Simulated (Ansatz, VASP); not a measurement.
# SnSe: VASP beside Ansatz

```
CELL_PARAMETERS angstrom
0.00000 2.94327 3.21417
3.21417 0.00000 3.21417
3.21417 2.94327 0.00000
ATOMIC_POSITIONS crystal
Sn 0.04153 0.95847 0.04153
Se 0.45847 0.54153 0.45847
```

Alike in both runs: task single point; functional PBE; k mesh 10 × 10 × 10; occupations gaussian, width 0.05 eV; no spin polarisation.

|  | VASP | Ansatz |
| --- | --- | --- |
| version | VASP 6.6.1 | Ansatz 0.2.0 |
| potentials or method | VASP PAW PBE potentials, release 64 (Sn_d, Se), cutoff 520 eV | scalar-relativistic, plane waves, PAW |
| valence electrons in the cell | 20 | 30 |

|  | VASP | Ansatz | Ansatz less VASP |
| --- | --- | --- | --- |
| gap on the k mesh at the Fermi level (eV) | 1.18 | 1.17 | -0.003 |
| least direct gap on the mesh (eV) | 1.23 | 1.22 | -0.011 |
| pressure (GPa) | 2.4 | 2.4 | 0.00 |
| traceless stress, the component that is largest in VASP (GPa) | 11.31 | 11.25 | -0.059 |
| rms of the force components (eV/Å) | 1.075 | 1.065 | -0.0097 |

Atom by atom the forces differ by 0.010 eV/Å (rms over components). VASP's potentials hold 20 valence electrons a cell and Ansatz's 30, so a difference there can come from the potentials and not from the codes.
